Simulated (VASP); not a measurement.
Write the native input for VASP 6.6.1 that does the following.

```
Task                   : single point
Functional             : r2SCAN
Potentials or basis    : VASP PAW PBE potentials, release 64 (Ga_d, As, In_d)
Cutoff                 : 520 eV
k mesh                 : 6 × 6 × 2
Occupations            : fermi-dirac, width 0.02 eV
Spin                   : no spin polarisation
Dipole correction      : no
Further INCAR settings : ALGO = Normal; EDIFF = 1e-06; NBANDS = 46
```

Crystal: In3GaAs4.

```
CELL_PARAMETERS angstrom
4.23706 0.00000 0.00000
0.00000 4.23706 0.00000
0.00000 0.00000 12.02911
ATOMIC_POSITIONS crystal
Ga 0.00000 0.00000 0.00000
As 0.00000 0.50000 0.11102
As 0.50000 0.00000 0.37057
As 0.00000 0.50000 0.62943
As 0.50000 0.00000 0.88898
In 0.50000 0.50000 0.24123
In 0.00000 0.00000 0.50000
In 0.50000 0.50000 0.75877
```

One way to write it, as run:

POSCAR

```
In3GaAs4
1.0
    4.2370617435      0.0000000000      0.0000000000
    0.0000000000      4.2370617435      0.0000000000
    0.0000000000      0.0000000000     12.0291059520
Ga As In
1 4 3
Direct
    0.0000000000      0.0000000000      0.0000000000
    0.0000000000      0.5000000000      0.1110217121
    0.5000000000      0.0000000000      0.3705680706
    0.0000000000      0.5000000000      0.6294319294
    0.5000000000      0.0000000000      0.8889782879
    0.5000000000      0.5000000000      0.2412264174
    0.0000000000      0.0000000000      0.5000000000
    0.5000000000      0.5000000000      0.7587735826
```

INCAR.step1

```
SYSTEM = In3GaAs4
ALGO     = Normal         ! electronic algorithm
EDIFF    = 1E-4           ! SCF threshold, eV
ENCUT    = 520            ! plane-wave cutoff, eV
GGA      = PE             ! functional
ISMEAR   = -1             ! smearing method
LASPH    = .TRUE.         ! aspherical terms in the spheres
LCHARG   = .FALSE.        ! write CHGCAR
LREAL    = .FALSE.        ! projectors in reciprocal space
LWAVE    = .TRUE.         ! write WAVECAR
NBANDS   = 46             ! bands
NELM     = 60             ! most SCF steps
PREC     = Accurate       ! precision mode
SIGMA    = 0.02           ! smearing width, eV
```

INCAR.step2

```
SYSTEM = In3GaAs4
ALGO     = Normal         ! electronic algorithm
EDIFF    = 1E-6           ! SCF threshold, eV
ENCUT    = 520            ! plane-wave cutoff, eV
ISIF     = 2              ! what is computed and relaxed
ISMEAR   = -1             ! smearing method
ISTART   = 1            
LASPH    = .TRUE.         ! aspherical terms in the spheres
LCHARG   = .TRUE.         ! write CHGCAR
LELF     = .TRUE.         ! ELF
LMIXTAU  = .TRUE.       
LREAL    = .FALSE.        ! projectors in reciprocal space
LVHAR    = .TRUE.       
LWAVE    = .FALSE.        ! write WAVECAR
METAGGA  = R2SCAN         ! meta-GGA
NBANDS   = 46             ! bands
NELM     = 60             ! most SCF steps
PREC     = Accurate       ! precision mode
SIGMA    = 0.02           ! smearing width, eV
```

KPOINTS

```
k-points
0
G
  6 6 2
  0 0 0
```

Potentials or basis: VASP PAW PBE potentials, release 64 (Ga_d, As, In_d).

Command:

```bash
$ cat potpaw_PBE.64/Ga_d/POTCAR potpaw_PBE.64/As/POTCAR potpaw_PBE.64/In_d/POTCAR > POTCAR
$ cp INCAR.step1 INCAR
$ mpirun -np 1 vasp_std > vasp.out
$ cp INCAR.step2 INCAR
$ mpirun -np 1 vasp_std > vasp.out
```

Results of the run:

- Pressure: 0.0 GPa
- Largest force: 0.004 eV/Å
- Band gap on the k mesh: 0.16 eV

Caveat: the PAW data sets were made with another functional, which shifts forces and pressure a little; spin-orbit coupling is left out, which moves the levels of the heavy elements.

Run time: 5.5 min on 1 thread of Intel(R) Xeon(R) 6975P-C (Granite Rapids), with other jobs on the host, peak memory 0.43 GiB.
